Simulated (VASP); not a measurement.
Wanted: the native input for a VASP 6.6.1 run.

- Task: electric field gradients
- Functional: PBE
- Potentials or basis: VASP PAW PBE potentials, release 64 (Ti_sv, O)
- Cutoff: 520 eV
- k mesh: 13 × 13 × 7
- Occupations: fermi-dirac, width 0.05 eV
- Spin: no spin polarisation
- Dipole correction: no
- Further INCAR settings: ALGO = Normal; EDIFF = 1e-08; NBANDS = 19

The structure of TiO2 (CdI2 type) lies in POSCAR:

```
TiO2
1.0
    2.9893869978      0.0000000000      0.0000000000
   -1.4946934990      2.5888850819      0.0000000000
    0.0000000000      0.0000000000      5.4931511580
Ti O
1 2
Direct
    0.0000000000      0.0000000000      0.0000000000
    0.3333333333      0.6666666667      0.1756580322
    0.6666666667      0.3333333333      0.8243419678
```

These files were run (other wordings do the same):

INCAR

```
SYSTEM = TiO2
PREC = Accurate
ENCUT = 520
EDIFF = 1E-8
ISMEAR = -1
SIGMA = 0.05
LREAL = .FALSE.
LASPH = .TRUE.
NELM = 80
ALGO = Normal
ISIF = 2
LWAVE = .FALSE.
LCHARG = .FALSE.
GGA = PE
LEFG = .TRUE.
NBANDS = 19
```

KPOINTS

```
Automatic mesh
0
G
  13 13 7
  0 0 0
```

Potentials or basis: VASP PAW PBE potentials, release 64 (Ti_sv, O).

Launch:

```bash
$ cat potpaw_PBE.64/Ti_sv/POTCAR potpaw_PBE.64/O/POTCAR > POTCAR
$ mpirun -np 1 vasp_std > vasp.out
```

Results of the run:

```
Pressure                                : 0.6 GPa
Largest force                           : 0.059 eV/Å
Band gap on the k mesh                  : 2.63 eV (least direct gap 2.87 eV)
Largest electric field gradient by atom : Ti +39.6; O -1.9 V/Å²
```

Caveat: without QUAD_EFG the Cq values of the log hold for a quadrupole moment of 1 mb, not for the nuclei; an odd mesh through Γ misses points on the zone boundary, where band edges can lie.

It took 73 s on 1 thread of AMD EPYC 9R14 (Zen 4) (shared host), peak memory 0.2 GiB.
